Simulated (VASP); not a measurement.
Runs of VASP 6.6.1 on As. The structure is that of space group P6_3/mmc (No. 194), or close to it. The cells are those of the table. 

```csv
task,cell,cutoff (eV),k mesh for the DOS,occupations for the DOS,gap on the mesh (eV),pressure (GPa)
single point,"a = 2.684, b = 2.684, c = 4.228 Å, angles 90.0, 90.0, 120.0°, 2 atoms",520,-,-,none,69.1
single point,"a = 2.540, b = 2.540, c = 4.028 Å, angles 90.0, 90.0, 120.0°, 2 atoms",520,-,-,none,138.9
single point,"a = 2.416, b = 2.416, c = 3.837 Å, angles 90.0, 90.0, 120.0°, 2 atoms",520,-,-,none,246.9
single point,"a = 2.296, b = 2.296, c = 3.653 Å, angles 90.0, 90.0, 120.0°, 2 atoms",520,-,-,none,(b)
single point,"a = 2.815, b = 2.815, c = 4.411 Å, angles 90.0, 90.0, 120.0°, 2 atoms",520,-,-,none,(a)
relaxation of cell and atoms,"relaxed from a = 3.003, b = 3.003, c = 4.865 Å, angles 90.0, 90.0, 120.0°, 2 atoms",600,-,-,none,0.0
```

Alike in all rows: level PBE; potentials or basis VASP PAW PBE potentials, release 64 (As); no spin polarisation; k mesh 16 × 16 × 9; smearing fermi-dirac 0.1 eV.

Q: Fill in the values left out.

A: (a) 32.9; (b) 423.9.

A k mesh can miss the band edges, and the runs leave out spin-orbit coupling on As.

A gap of «none» marks levels without a gap at the run's occupations.
